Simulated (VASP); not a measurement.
A run of VASP 6.6.1:

POSCAR

```
CaCuO4
1.0
    4.9194020000      0.0000000000      0.0000000000
    0.5673820000      6.0930730000      0.0000000000
   -0.1335800000     -0.1090250000      5.1688860000
Cu Ca O
2 2 8
Direct
    0.4977000000      0.6621000000      0.2458000000
    0.5023000000      0.3379000000      0.7542000000
    0.0160700000      0.1769000000      0.2520800000
    0.9839300000      0.8231000000      0.7479200000
    0.2526000000      0.3580000000      0.4232000000
    0.7474000000      0.6420000000      0.5768000000
    0.2178000000      0.8880000000      0.4306000000
    0.7822000000      0.1120000000      0.5694000000
    0.7388000000      0.3870000000      0.0941000000
    0.2612000000      0.6130000000      0.9059000000
    0.7763000000      0.9040000000      0.0613000000
    0.2237000000      0.0960000000      0.9387000000
```

Contents of INCAR.step1:

```
SYSTEM = CaCuO4
PREC     = Accurate       ! precision mode
ENCUT    = 520            ! plane-wave cutoff, eV
ISMEAR   = -1             ! smearing method
SIGMA    = 0.1            ! smearing width, eV
LREAL    = .False.        ! projectors in reciprocal space
LASPH    = .True.         ! aspherical terms in the spheres
NELM     = 100            ! most SCF steps
NBANDS   = 57             ! bands
GGA      = PE             ! functional
ALGO     = Normal         ! electronic algorithm
EDIFF    = 1E-4           ! SCF threshold, eV
LWAVE    = .True.         ! write WAVECAR
LCHARG   = .False.        ! write CHGCAR
```

INCAR.step2

```
SYSTEM = CaCuO4
PREC     = Accurate       ! precision mode
ENCUT    = 520            ! plane-wave cutoff, eV
EDIFF    = 1E-6           ! SCF threshold, eV
ISMEAR   = -1             ! smearing method
SIGMA    = 0.1            ! smearing width, eV
LREAL    = .False.        ! projectors in reciprocal space
LASPH    = .True.         ! aspherical terms in the spheres
NELM     = 100            ! most SCF steps
ALGO     = Normal         ! electronic algorithm
ISIF     = 2              ! what is computed and relaxed
LWAVE    = .False.        ! write WAVECAR
LCHARG   = .False.        ! write CHGCAR
METAGGA  = R2SCAN         ! meta-GGA
LMIXTAU  = .True.       
NBANDS   = 57             ! bands
ISTART   = 1
```

The input KPOINTS:

```
Automatic mesh
0
Gamma
  4 3 4
  0 0.5 0.5
```

Potentials or basis: VASP PAW PBE potentials, release 64 (Cu, Ca_sv, O).

Launch:

```console
$ cat potpaw_PBE.64/Cu/POTCAR potpaw_PBE.64/Ca_sv/POTCAR potpaw_PBE.64/O/POTCAR > POTCAR
$ cp INCAR.step1 INCAR
$ mpirun -np 1 vasp_std > vasp.out
$ cp INCAR.step2 INCAR
$ mpirun -np 1 vasp_std > vasp.out
```

Hardware: 1 thread of Intel Xeon 8259CL (shared host).

Problem. How long does it take, and how much memory?

Solution. It took 24 min on 1 thread of Intel Xeon 8259CL, with other jobs on the host, peak memory 0.4 GiB. Counts: k points 24.
